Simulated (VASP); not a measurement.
Sn: electric field gradients with LDA

Sn:

```xyz
2
Lattice="0.0649 3.2781 3.2781 3.2781 0.0649 3.2781 3.2781 3.2781 0.0649" Properties=species:S:1:pos:R:3 pbc="T T T"
Sn    3.3105    3.3105    3.3105
Sn    4.9658    4.9658    4.9658
```

This cell differs from its parent crystal: equal xy, yz and zx shear strains of +2 %.

```
Program                : VASP 6.6.1
Task                   : electric field gradients
Functional             : LDA
Potentials or basis    : VASP PAW LDA potentials, release 64 (Sn_d)
Cutoff                 : 520 eV
k mesh                 : 9 × 9 × 9
Occupations            : fermi-dirac, width 0.03 eV
Spin                   : no spin polarisation
Dipole correction      : no
Further INCAR settings : ALGO = Normal; EDIFF = 1e-08; NBANDS = 21
```

The pressure is -0.3 GPa, the largest force is 0.274 eV/Å and the band gap on the k mesh is zero (bands 14 and 15 overlap by 0.25 eV). The largest electric field gradient by atom is Sn +29.2 V/Å².

Forces in eV/Å, atoms in the order of the input:
```
Sn   0.158  0.158  0.158
Sn  -0.158 -0.158 -0.158
```

Stress tensor (GPa, compression positive):
```
-0.27 -0.93 -0.93
-0.93 -0.27 -0.93
-0.93 -0.93 -0.27
```

Levels at points of the mesh, in eV from the Fermi level:
| k point | band 10 | band 11 | band 12 | band 13 | band 14 | band 15 | band 16 | band 17 | band 18 | band 19 |
| --- | --- | --- | --- | --- | --- | --- | --- | --- | --- | --- |
| (0.00, 0.00, 0.00) | -21.13 | -10.56 | -0.73 | 0.15 | 0.19 | 0.19 | 2.03 | 2.36 | 2.36 | 4.96 |

Electric field gradients, principal values (V/Å²):
| atom | least | middle | greatest (by size) |
| --- | --- | --- | --- |
| 1 Sn | -14.622 | -14.622 | 29.244 |
| 2 Sn | -14.622 | -14.622 | 29.244 |

It took 51 s on 1 thread of Intel(R) Xeon(R) Platinum 8488C (Sapphire Rapids), on a shared host, peak memory 0.23 GiB.

Caveat: the cell differs from its parent crystal (equal xy, yz and zx shear strains of +2 %); without QUAD_EFG the Cq values of the log hold for a quadrupole moment of 1 mb, not for the nuclei; spin-orbit coupling is left out, which moves the levels of the heavy elements.
